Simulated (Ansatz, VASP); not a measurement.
# AlN in VASP and in Ansatz

```
CELL_PARAMETERS angstrom
3.40546 0.00000 0.00000
-1.70273 2.94922 0.00000
0.00000 0.00000 3.96114
ATOMIC_POSITIONS crystal
Al 0.33333 0.66667 0.75000
Al 0.66667 0.33333 0.25000
N 0.33333 0.66667 0.25000
N 0.66667 0.33333 0.75000
```

Alike in both runs: task single point; functional LDA; k mesh 12 × 12 × 6; occupations fermi-dirac, width 0.2 eV; no spin polarisation.

|  | VASP | Ansatz |
| --- | --- | --- |
| version | VASP 6.6.1 | Ansatz 0.2.0 |
| potentials or method | VASP PAW LDA potentials, release 64 (Al, N), cutoff 600 eV | scalar-relativistic, plane waves, PAW |
| valence electrons in the cell | 16 | 16 |

Ansatz gave:

- gap on the k mesh at the Fermi level (eV): 3.53
- least direct gap on the mesh (eV): 3.53
- pressure (GPa): -8.5
- traceless stress, the component that is largest in VASP (GPa): 10.04

Task: Estimate VASP's values.

Result: gap on the k mesh at the Fermi level (eV): 3.53; least direct gap on the mesh (eV): 3.53; pressure (GPa): -8.1; traceless stress, the component that is largest in VASP (GPa): 10.21.

LDA's correlation is that of Perdew and Zunger in VASP and of Perdew and Wang (1992) in Ansatz.
